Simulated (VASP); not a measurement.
# Be2NbF6 (P1) in VASP: single point with PBE

Aim: the single point of Be2NbF6 with PBE.

All numbers are computed with VASP 6.6.1; they aren't measurements. Logs are shortened: lines on timing, memory, paths and dates and some standing lists are left out, and cuts for length are marked.

## 1. The cell of the first run

The typed cell holds 9 atoms: a = 4.815 Å, b = 4.815 Å, c = 4.479 Å, α = 90.00°, β = 90.00°, γ = 60.00°.

## 2. Single point, PBE

The input, INCAR:

```
PREC     = Accurate       # precision mode
ENCUT    = 520            # plane-wave cutoff, eV
EDIFF    = 1E-6           # SCF threshold, eV
ISMEAR   = 0              # smearing method
SIGMA    = 0.1            # smearing width, eV
LREAL    = F              # projectors in reciprocal space
LASPH    = T              # aspherical terms in the spheres
NELM     = 120            # most SCF steps
ALGO     = Normal         # electronic algorithm
ISIF     = 2              # what is computed and relaxed
LWAVE    = F              # write WAVECAR
LCHARG   = F              # write CHGCAR
GGA      = PE             # functional
NBANDS   = 40             # bands
GGA_COMPAT= F
```

The input, KPOINTS:

```
regular mesh
0
Gamma
  4 4 3
```

The input, POSCAR:

```
Be2NbF6
1.0
    2.4074980600      4.1699089600      0.0000000000
   -2.4074980000      4.1699089300      0.0000000000
    0.0000000000      0.0000000000      4.4791480000
Nb F Be
1 6 2
Direct
   -0.0052553250      0.0020468617     -0.0016768814
    0.3303523118      0.6576680645      0.2722372648
   -0.0168620214      0.3579087983      0.2785962866
    0.6585745987     -0.0054500279      0.2814626800
    0.0003956525      0.6623770954      0.7205428354
    0.6720842872      0.3524292097      0.7227910308
    0.3628415327     -0.0255039522      0.7439678260
    0.3390412530      0.3416352408      0.4903698203
    0.6995631835      0.6384669924      0.4856035121
```

Potentials or basis: VASP PAW PBE potentials, release 64 (Nb_sv, F, Be).

Run with:

```bash
$ cat potpaw_PBE.64/Nb_sv/POTCAR potpaw_PBE.64/F/POTCAR potpaw_PBE.64/Be/POTCAR > POTCAR
$ mpirun -np 1 vasp_std > vasp.out
```

OUTCAR:

```text
PREC = Accurate
   ENCUT = 520
   EDIFF = 1E-6
   ISMEAR = 0
   LREAL = F
   LASPH = T
   NELM = 120
   ISIF = 2
   GGA = PE

 ion  position               nearest neighbor table
   1  0.995  0.002  0.998-   6 2.04   5 2.04   2 2.05   7 2.05   4 2.07   3 2.10
   2  0.330  0.658  0.272-   8 1.79   9 1.98   1 2.05
   3  0.983  0.358  0.279-   9 1.64   8 1.93   1 2.10
   4  0.659  0.995  0.281-   8 1.86   9 1.86   1 2.07
   5  0.000  0.662  0.721-   9 1.84   8 1.89   1 2.04
   6  0.672  0.352  0.723-   9 1.80   8 1.93   1 2.04
   7  0.363  0.974  0.744-   9 1.99   1 2.05   8 2.06
   8  0.339  0.342  0.490-   2 1.79   4 1.86   5 1.89   3 1.93   6 1.93   7 2.06
   9  0.700  0.638  0.486-   3 1.64   6 1.80   5 1.84   4 1.86   2 1.98   7 1.99

  LATTYP: Found a hexagonal cell.
 ALAT       =     4.8149960648
 C/A-ratio  =     0.9302495661

  Lattice vectors:

 A1 = (   2.4074980000,  -4.1699089300,   0.0000000000)
 A2 = (   2.4074980600,   4.1699089600,   0.0000000000)
 A3 = (   0.0000000000,   0.0000000000,   4.4791480000)

Analysis of symmetry for initial positions (statically):
=====================================================================
 Subroutine PRICEL returns:
 Original cell was already a primitive cell.

 Routine SETGRP: Setting up the symmetry group for a
 hexagonal supercell.

 Subroutine GETGRP returns: Found  1 space group operations
 (whereof  1 operations were pure point group operations)
 out of a pool of 24 trial point group operations.

The static configuration has the point symmetry C_1 .

Analysis of symmetry for dynamics (positions and initial velocities):
=====================================================================
 Subroutine PRICEL returns:
 Original cell was already a primitive cell.

 Routine SETGRP: Setting up the symmetry group for a
 hexagonal supercell.

 Subroutine GETGRP returns: Found  1 space group operations
 (whereof  1 operations were pure point group operations)
 out of a pool of 24 trial point group operations.

The dynamic configuration has the point symmetry C_1 .

 Subroutine INISYM returns: Found  1 space group operations
 (whereof  1 operations are pure point group operations),
 and found     1 'primitive' translations

----------------------------------------------------------------------------------------

                                     Primitive cell

  volume of cell :      89.9328

  direct lattice vectors                    reciprocal lattice vectors
     2.407498060  4.169908960  0.000000000     0.207684489  0.119906693  0.000000000
    -2.407498000  4.169908930  0.000000000    -0.207684491  0.119906696  0.000000000
     0.000000000  0.000000000  4.479148000     0.000000000  0.000000000  0.223256744

  length of vectors
     4.814996121  4.814996065  4.479148000     0.239813390  0.239813393  0.223256744

  position of ions in fractional coordinates (direct lattice)
     0.994744675  0.002046862  0.998323119
     0.330352312  0.657668065  0.272237265
     0.983137979  0.357908798  0.278596287
     0.658574599  0.994549972  0.281462680
     0.000395653  0.662377095  0.720542835
     0.672084287  0.352429210  0.722791031
     0.362841533  0.974496048  0.743967826
     0.339041253  0.341635241  0.490369820
     0.699563183  0.638466992  0.485603512

  ion indices of the primitive-cell ions
   primitive index   ion index
                 1           1
                 2           2
                 3           3
                 4           4
                 5           5
                 6           6
                 7           7
                 8           8
                 9           9

----------------------------------------------------------------------------------------

 KPOINTS: regular mesh

Automatic generation of k-mesh.
 Grid dimensions read from file:
 generate k-points for:    4    4    3

 Generating k-lattice:

  Cartesian coordinates                     Fractional coordinates (reciprocal lattice)
     0.051921122  0.029976673  0.000000000     0.250000000  0.000000000  0.000000000
    -0.051921123  0.029976674  0.000000000    -0.000000000  0.250000000  0.000000000
     0.000000000  0.000000000  0.074418915     0.000000000  0.000000000  0.333333333

  Length of vectors
     0.059953348  0.059953348  0.074418915

  Shift w.r.t. Gamma in fractional coordinates (k-lattice)
     0.000000000  0.000000000  0.000000000

 Subroutine IBZKPT returns following result:
 ===========================================

 Found     26 irreducible k-points:

 Following reciprocal coordinates:
            Coordinates               Weight
  0.000000  0.000000  0.000000      1.000000
  0.250000  0.000000  0.000000      2.000000
  0.250000  0.250000  0.000000      2.000000
  0.000000  0.250000  0.000000      2.000000
  0.500000  0.000000  0.000000      1.000000
  0.500000  0.500000  0.000000      1.000000
[... 16 lines left out ...]
 -0.250000  0.250000  0.333333      2.000000
  0.500000 -0.250000  0.333333      2.000000
 [... further k-points ...]
   k-points           NKPTS =     26   k-points in BZ     NKDIM =     26   number of bands    NBANDS=     40
   number of dos      NEDOS =    301   number of ions     NIONS =      9
   total plane-waves  NPLWV =  46656
   dimension x,y,z NGX =    36 NGY =   36 NGZ =   36
   dimension x,y,z NGXF=    72 NGYF=   72 NGZF=   72
   ions per type =               1   6   2
   NGX,Y,Z   is equivalent  to a cutoff of  12.43, 12.43, 13.36 a.u.
   NGXF,Y,Z  is equivalent  to a cutoff of  24.86, 24.86, 26.72 a.u.
 SYSTEM =  unknown system
   PREC   = accura    normal or accurate (medium, high low for compatibility)
   ISTART =      0    job   : 0-new  1-cont  2-samecut
   ICHARG =      2    charge: 1-file 2-atom 10-const
   ISPIN  =      1    spin polarized calculation?
   LNONCOLLINEAR =      F non collinear calculations
   LSORBIT =      F    spin-orbit coupling
   LASPH  =      T    aspherical Exc in radial PAW
   ENCUT  =  520.0 eV  38.22 Ry    6.18 a.u.   8.95  8.95  8.33*2*pi/ulx,y,z
   NELM   =    120;   NELMIN=  2; NELMDL= -5     # of ELM steps
   EDIFF  = 0.1E-05   stopping-criterion for ELM
   LREAL  =      F    real-space projection
   EDIFFG = 0.1E-04   stopping-criterion for IOM
   NSW    =      0    number of steps for IOM
   IBRION =     -1    ionic relax: 0-MD 1-quasi-New 2-CG
   NFREE  =      0    steps in history (QN), initial steepest desc. (CG)
   ISIF   =      2    stress and relaxation
   ISYM   =      2    0-nonsym 1-usesym 2-fastsym
   POTIM  = 0.5000    time-step for ionic-motion
   TEBEG  =    0.0;   TEEND  =   0.0 temperature during run
   PSTRESS=    0.0 pullay stress
   NELECT =      59.0000    total number of electrons
   NUPDOWN=      -1.0000    fix difference up-down
   EMIN   =  10.00;   EMAX   =-10.00  energy-range for DOS
   EFERMI =   0.00;   METHOD = LEGACY
   ISMEAR =     0;   SIGMA  =   0.10  broadening in eV -4-tet -1-fermi 0-gaus
   EFERMI_NEDOS =   21; number of points for ismear=-14 and -15
   IALGO  =     38    algorithm
   IMIX   =      4    mixing-type and parameters
     AMIX     =   0.40;   BMIX     =  1.00
     AMIX_MAG =   1.60;   BMIX_MAG =  1.00
  volume/ion in A,a.u.               =       9.99        67.43
  Fermi-wavevector in a.u.,A,eV,Ry     =   1.422502  2.688139 27.531548  2.023512
  Thomas-Fermi vector in A             =   2.543199
   LORBIT       =      0    0 simple, 1 ext, 2 COOP (PROOUT), +10 PAW based schemes
   GGA     = PE    functional components
   LHFCALC =     F    Hartree Fock is set to
   AEXX    =    0.0000 exact exchange contribution
   IVDW    =     0    specifies the selected vdW correction
   LEPSILON=     F    determine dielectric tensor
   LRPA    =     F    only Hartree local field effects (RPA)
 non-spin polarized calculation
 Gauss-broadening in eV      SIGMA  =   0.10
  energy-cutoff  :      520.00
  volume of cell :       89.93
 maximum number of plane-waves:      2431
   NGX = 17   NGY = 17   NGZ = 17

 number of electron      59.0000001 magnetization

 Free energy of the ion-electron system (eV)
  ---------------------------------------------------
  ext. energy  EPLUGINS =         0.00000000
  ---------------------------------------------------
  free energy    TOTEN  =       -48.50709907 eV

  energy without entropy =      -48.42074570  energy(sigma->0) =      -48.46392238

 E-fermi :   8.2355     XC(G=0): -10.5128

 val. band max:        8.2331665573   @ k =   0.5000   0.5000   0.0000
 cond. band min:       8.2428244260   @ k =   0.5000  -0.2500   0.3333
 fundamental gap:      0.0096578687
 Fermi energy:         8.2354824731

 k-point     1 :       0.0000    0.0000    0.0000
  band No.  band energies     occupation
      1     -47.8994      2.00000
      2     -24.7034      2.00000
      3     -24.4785      2.00000
      4     -24.3717      2.00000
      5     -21.0374      2.00000
      6     -20.2521      2.00000
[... 32 lines left out ...]
     39      14.5366      0.00000
     40      14.7552      0.00000

 k-point     2 :       0.2500    0.0000    0.0000
  band No.  band energies     occupation
      1     -47.8993      2.00000
      2     -24.6989      2.00000
      3     -24.5006      2.00000
      4     -24.3836      2.00000
      5     -20.9186      2.00000
      6     -20.2077      2.00000
[... 32 lines left out ...]
     39      14.6020      0.00000
     40      14.9706      0.00000

 k-point     3 :       0.2500    0.2500    0.0000
  band No.  band energies     occupation
      1     -47.8993      2.00000
      2     -24.6961      2.00000
      3     -24.4881      2.00000
      4     -24.4010      2.00000
      5     -20.8630      2.00000
      6     -20.2940      2.00000
[... 853 lines left out ...]
  band No.  band energies     occupation
      1     -47.8989      2.00000
      2     -24.7225      2.00000
      3     -24.5093      2.00000
      4     -24.3914      2.00000
      5     -20.6198      2.00000
      6     -20.2705      2.00000
[... 32 lines left out ...]
     39      13.9993      0.00000
     40      14.4562      0.00000

 k-point    24 :       0.5000   -0.2500    0.3333
  band No.  band energies     occupation
      1     -47.8989      2.00000
      2     -24.7188      2.00000
      3     -24.4918      2.00000
      4     -24.3941      2.00000
      5     -20.7400      2.00000
      6     -20.3969      2.00000
[... 32 lines left out ...]
     39      14.3587      0.00000
     40      14.8870      0.00000

 [... further k-points ...]

------------------------ aborting loop because EDIFF is reached ----------------------------------------

  FORCE on cell =-STRESS in cart. coord.  units (eV):
  Direction    XX          YY          ZZ          XY          YZ          ZX
  --------------------------------------------------------------------------------------
  -------------------------------------------------------------------------------------
  Total        2.7599980      2.5248380      5.0142916      0.1992024      0.1457366      0.1347569
  in kB       49.1701386     44.9806977     89.3310105      3.5488465      2.5963384      2.4007319
  external PRESSURE =      61.1606156 kB  Pullay stress =       0.0000000 kB

 VOLUME and BASIS-vectors are now :
 -----------------------------------------------------------------------------
  energy-cutoff  :      520.00
  volume of cell :       89.93
      direct lattice vectors                 reciprocal lattice vectors
     2.407498060  4.169908960  0.000000000     0.207684489  0.119906693  0.000000000
    -2.407498000  4.169908930  0.000000000    -0.207684491  0.119906696  0.000000000
     0.000000000  0.000000000  4.479148000     0.000000000  0.000000000  0.223256744

 POSITION                                       TOTAL-FORCE (eV/Angst)
 -----------------------------------------------------------------------------------
      2.38992      4.15653      4.47164         0.092500      0.437642      0.119701
     -0.78801      4.11996      1.21939         2.717031     -0.300181      2.010464
      1.50524      5.59204      1.24787        -0.724935      1.816073      1.610036
     -0.80886      6.89338      1.26071        -1.447155     -1.872817      1.860235
     -1.59372      2.76370      3.22742         1.637853     -2.076997     -2.026954
      0.76957      4.27213      3.23749        -2.454327     -0.266223     -2.225009
     -1.47256      5.57658      3.33234         0.546359      1.854424     -1.985570
     -0.00625      2.83836      2.19644         0.098850      0.220071      0.008017
      0.14709      5.57946      2.17509        -0.466176      0.188008      0.629080
 -----------------------------------------------------------------------------------
    total drift:                                0.000343     -0.000447     -0.000344

  FREE ENERGIE OF THE ION-ELECTRON SYSTEM (eV)
  ---------------------------------------------------
  free  energy   TOTEN  =       -48.5070990702 eV

  energy  without entropy=      -48.4207456995  energy(sigma->0) =      -48.46392238
```

It took 75 s on 1 thread of Intel Xeon Platinum 8375C at 2.90GHz (Ice Lake), shared host; peak memory 0.24 GiB.

What came out:

- Free energy: -48.5071 eV
- Pressure: 6.1 GPa
- Largest force: 3.393 eV/Å
- Band gap on the k mesh: zero (an odd number of electrons rules out a gap without spin polarisation)

Forces on the atoms (eV/Å):
```
Nb   0.092  0.438  0.120
F    2.717 -0.300  2.010
F   -0.725  1.816  1.610
F   -1.447 -1.873  1.860
F    1.638 -2.077 -2.027
F   -2.454 -0.266 -2.225
F    0.546  1.854 -1.986
Be   0.099  0.220  0.008
Be  -0.466  0.188  0.629
```

Stress tensor (GPa, compression positive):
```
4.92 0.35 0.24
0.35 4.50 0.26
0.24 0.26 8.93
```

Caveat: the k points lie up to 0.47 Å⁻¹ apart, too coarse for converged energies and pressures of a metal; an odd number of electrons without spin polarisation forces a metal; a magnetic or distorted state may lie lower.
